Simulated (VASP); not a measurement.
Here is a VASP 6.6.1 calculation.

File POSCAR:

```
MgO
1.0
    2.9230552965      0.0000000000      0.0000000000
   -1.4615276482      2.5314401434      0.0000000000
    0.0000000000      0.0000000000      5.0921016473
Mg O
2 2
Direct
    0.0000000000      0.0000000000      0.0000000000
    0.0000000000      0.0000000000      0.5000000000
    0.3333333333      0.6666666667      0.2500000000
    0.6666666667      0.3333333333      0.7500000000
```

Contents of INCAR.step1:

```
SYSTEM = MgO
PREC = Accurate ; ENCUT = 520
EDIFF = 1E-5 ; ISMEAR = 0
SIGMA = 0.01 ; LREAL = .False.
LASPH = .True. ; NELM = 100
ALGO = Normal ; ISIF = 2
LWAVE = .True. ; LCHARG = .False.
GGA = PE ; NBANDS = 16
```

INCAR.step2

```
SYSTEM = MgO
PREC = Accurate ; ENCUT = 520
EDIFF = 1E-6 ; ISMEAR = 0
SIGMA = 0.01 ; LREAL = .False.
LASPH = .True. ; NELM = 100
ALGO = Normal ; ISIF = 2
LWAVE = .False. ; LCHARG = .False.
GGA = PE ; LHFCALC = .True.
HFSCREEN = 0.2079 ; PRECFOCK = Normal
ISTART = 1 ; NBANDS = 16
```

File KPOINTS:

```
Automatic mesh
0
Gamma
  6 6 2
  0 0 0
```

Potentials or basis: VASP PAW PBE potentials, release 64 (Mg, O).

Command:

```bash
$ cat potpaw_PBE.64/Mg/POTCAR potpaw_PBE.64/O/POTCAR > POTCAR
$ cp INCAR.step1 INCAR
$ mpirun -np 1 vasp_std > vasp.out
$ cp INCAR.step2 INCAR
$ mpirun -np 1 vasp_std > vasp.out
```

Question: Estimate the pressure.

Answer: -0.6 GPa.

Question: Estimate the band gap on the k mesh.

Answer: 6.16 eV.

Stress tensor (GPa, compression positive):
```
-0.61  0.00  0.00
 0.00 -0.61  0.00
 0.00  0.00 -0.69
```

Caveat: the k points lie up to 0.62 Å⁻¹ apart; the PAW data sets were made with another functional, which shifts forces and pressure a little.
